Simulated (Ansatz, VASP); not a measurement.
**Al2O3 in VASP and in Ansatz**

```
CELL_PARAMETERS angstrom
2.37908 1.37356 4.32990
-2.37908 1.37356 4.32990
0.00000 -2.74712 4.32990
ATOMIC_POSITIONS crystal
Al 0.35229 0.35229 0.35229
Al 0.14771 0.14771 0.14771
Al 0.64771 0.64771 0.64771
Al 0.85229 0.85229 0.85229
O 0.55621 0.94379 0.25000
O 0.25000 0.55621 0.94379
O 0.94379 0.25000 0.55621
O 0.44379 0.05621 0.75000
O 0.75000 0.44379 0.05621
O 0.05621 0.75000 0.44379
```

Alike in both runs: task single point; functional LDA; k mesh 6 × 6 × 6; occupations gaussian, width 0.1 eV; no spin polarisation.

|  | VASP | Ansatz |
| --- | --- | --- |
| version | VASP 6.6.1 | Ansatz 0.2.0 |
| potentials or method | VASP PAW LDA potentials, release 64 (Al, O), cutoff 520 eV | scalar-relativistic, plane waves, PAW |
| valence electrons in the cell | 48 | 48 |

Ansatz gave:

| Item | Value |
| --- | --- |
| gap on the k mesh at the Fermi level (eV) | 6.18 |
| least direct gap on the mesh (eV) | 6.18 |
| pressure (GPa) | -5.0 |
| traceless stress, the component that is largest in VASP (GPa) | -0.35 |
| rms of the force components (eV/Å) | 0.042 |

Q: Estimate VASP's values.

A: gap on the k mesh at the Fermi level (eV): 6.19; least direct gap on the mesh (eV): 6.19; pressure (GPa): -4.2; traceless stress, the component that is largest in VASP (GPa): -0.45; rms of the force components (eV/Å): 0.045.

Ansatz warns that its potentials were made for another functional, while VASP's fit it. LDA's correlation is that of Perdew and Zunger in VASP and of Perdew and Wang (1992) in Ansatz. Atom by atom the forces differ by 0.003 eV/Å (rms over components).
